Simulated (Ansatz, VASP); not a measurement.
## Two plane-wave programs on VPt

```
CELL_PARAMETERS angstrom
2.65214 0.00000 0.00000
0.00000 2.65214 0.00000
0.00000 0.00000 3.83115
ATOMIC_POSITIONS crystal
V 0.50000 0.50000 0.50000
Pt 0.00000 0.00000 0.00000
```

Alike in both runs: task relaxation of cell and atoms; functional LDA; k mesh 16 × 16 × 12; occupations fermi-dirac, width 0.15 eV; no spin polarisation.

|  | VASP | Ansatz |
| --- | --- | --- |
| version | VASP 6.6.1 | Ansatz 0.2.0 |
| potentials or method | VASP PAW LDA potentials, release 64 (V_sv, Pt), cutoff 600 eV | scalar-relativistic, plane waves, PAW |
| valence electrons in the cell | 23 | 31 |

|  | VASP | Ansatz | Ansatz less VASP |
| --- | --- | --- | --- |
| gap on the k mesh at the Fermi level, each at its own relaxed structure (eV) | none | none | - |
| relaxed volume (Å³/atom) | 13.54 | 13.50 | -0.041 |
| relaxed length of the cell vector where the two differ most in proportion (Å) | 3.835 | 3.831 | -0.0043 |

LDA's correlation is that of Perdew and Zunger in VASP and of Perdew and Wang (1992) in Ansatz. A gap of «none» marks a metal or a gap that the smearing closes. VASP's potentials hold 23 valence electrons a cell and Ansatz's 31, so a difference there can come from the potentials and not from the codes.

Neither program's run includes spin-orbit coupling.
